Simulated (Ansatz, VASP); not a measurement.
## Two plane-wave programs on Se

```
Se
1.0
     5.51201    3.18236    1.56789
    -5.51201    3.18236    1.56789
     0.00000   -6.36472    1.56789
Se
6
Cartesian
  0.7318 -4.3465 2.1101
  3.3983 2.8071 2.1101
  -4.1301 1.5395 2.1101
  -0.7318 4.3465 2.5936
  -3.3983 -2.8071 2.5936
  4.1301 -1.5395 2.5936
```

Change from the starting cell: equal strain along all axes, cell held, atoms relaxed: +3.0 %.

Alike in both runs: functional PBEsol; k mesh 6 × 6 × 6; occupations gaussian, width 0.02 eV; no spin polarisation.

Ansatz relaxed the structure, and its values are those at the end. VASP's run is a single point on that final structure, the one shown.

|  | VASP | Ansatz |
| --- | --- | --- |
| version | VASP 6.6.1 | Ansatz 0.2.0 |
| potentials or method | VASP PAW PBE potentials, release 64 (Se), cutoff 520 eV | scalar-relativistic, plane waves, PAW |
| valence electrons in the cell | 36 | 96 |

|  | VASP | Ansatz | Ansatz less VASP |
| --- | --- | --- | --- |
| gap on the k mesh at the Fermi level (eV) | 1.22 | 1.22 | 0.000 |
| least direct gap on the mesh (eV) | 1.33 | 1.33 | +0.001 |
| pressure (GPa) | -1.0 | -1.2 | -0.16 |
| rms of the force components (eV/Å) | 0.020 | 0.002 | -0.0180 |

VASP's potentials were made for PBE, not for PBEsol. VASP's potentials hold 36 valence electrons a cell and Ansatz's 96, so a difference there can come from the potentials and not from the codes. Ansatz's warnings: stress scf threshold loose.
